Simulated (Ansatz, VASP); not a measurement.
Two plane-wave programs on Te2Mo

File INCAR:

```
PREC = Accurate
ENCUT = 520
EDIFF = 1E-6
ISMEAR = -1
SIGMA = 0.05
LREAL = False
LASPH = True
NELM = 60
ALGO = Normal
ISIF = 2
LWAVE = False
LCHARG = True
GGA = RP
LELF = True
LVHAR = True
NBANDS = 64
```

Contents of KPOINTS:

```
regular mesh
0
Gamma
  4 8 2
```

File POSCAR:

```
Te2Mo
1.0
    6.3300000000      0.0000000000      0.0000000000
    0.0000000000      3.4690000000      0.0000000000
   -0.9467947088      0.0000000000     13.8276237937
Te Mo
8 4
Direct
    0.9437000000      0.7500000000      0.6045000000
    0.0563000000      0.2500000000      0.3955000000
    0.9030000000      0.2500000000      0.8514000000
    0.0970000000      0.7500000000      0.1486000000
    0.4112000000      0.7500000000      0.8955000000
    0.5888000000      0.2500000000      0.1045000000
    0.4432000000      0.2500000000      0.6484000000
    0.5568000000      0.7500000000      0.3516000000
    0.8167000000      0.7500000000      0.9926000000
    0.1833000000      0.2500000000      0.0074000000
    0.6819000000      0.2500000000      0.4934000000
    0.3181000000      0.7500000000      0.5066000000
```

input.yaml

```yaml
crystal:
  lattice:
    - [6.33, 0.0, 0.0]
    - [0.0, 3.469, 0.0]
    - [-0.9467947088, 0.0, 13.8276237937]
  atoms:
    - { symbol: Te, position: [0.9437, 0.75, 0.6045] }
    - { symbol: Te, position: [0.0563, 0.25, 0.3955] }
    - { symbol: Te, position: [0.903, 0.25, 0.8514] }
    - { symbol: Te, position: [0.097, 0.75, 0.1486] }
    - { symbol: Te, position: [0.4112, 0.75, 0.8955] }
    - { symbol: Te, position: [0.5888, 0.25, 0.1045] }
    - { symbol: Te, position: [0.4432, 0.25, 0.6484] }
    - { symbol: Te, position: [0.5568, 0.75, 0.3516] }
    - { symbol: Mo, position: [0.8167, 0.75, 0.9926] }
    - { symbol: Mo, position: [0.1833, 0.25, 0.0074] }
    - { symbol: Mo, position: [0.6819, 0.25, 0.4934] }
    - { symbol: Mo, position: [0.3181, 0.75, 0.5066] }
hamiltonian:
  xc: rpbe
  pseudopotentials: { kind: paw }
kpoints:
  mp_grid: { grid: [4, 8, 2] }
  band_path:
    path:
      - [[0.0, 0.0, 0.0], [0.0, 0.0, 0.5], [-0.4866717952, 0.0, 0.5727927773], [-0.5, 0.0, 0.5], [-0.5, 0.5, 0.5], [-0.5133282048, 0.5, 0.4272072227], [-0.5, 0.5, 0.0], [-0.5, 0.0, 0.0], [-0.5133282048, 0.0, 0.4272072227]]
      - [[-0.4866717952, 0.5, 0.5727927773], [0.0, 0.5, 0.5], [0.0, 0.5, 0.0]]
      - [[0.0, 0.0, 0.5], [0.0, 0.5, 0.5]]
    npoints: 10
scf:
  occupations: { method: fermi_dirac, width: 0.05 }
  n_extra_bands: 30
output:
  forces: true
  stress: true
  eigenvalues: true
  fatbands: false
```

Alike in both runs: functional RPBE; k mesh 4 × 8 × 2; occupations fermi-dirac, width 0.05 eV; no spin polarisation.

|  | VASP | Ansatz |
| --- | --- | --- |
| version | VASP 6.6.1 | Ansatz 0.2.0 |
| potentials or method | VASP PAW PBE potentials, release 64 (Te, Mo_sv) | Ansatz PAW |
| plane-wave cutoff (eV) | 520 | 420 |
| valence electrons in the cell | 104 | 184 |
| task | single point | band structure |

VASP gave:

- gap on the k mesh at the Fermi level (eV): none
- pressure (GPa): 4.4
- traceless stress, the component that is largest in VASP (GPa): 0.29
- rms of the force components (eV/Å): 0.095

Task: Estimate Ansatz's values.

Result: gap on the k mesh at the Fermi level (eV): none; pressure (GPa): 4.5; traceless stress, the component that is largest in VASP (GPa): 0.26; rms of the force components (eV/Å): 0.096.

VASP's potentials were made for PBE, not for RPBE. Atom by atom the forces differ by 0.004 eV/Å (rms over components). A gap of «none» marks a metal or a gap that the smearing closes. VASP's potentials hold 104 valence electrons a cell and Ansatz's 184, so a difference there can come from the potentials and not from the codes.

Spin-orbit coupling is off throughout.
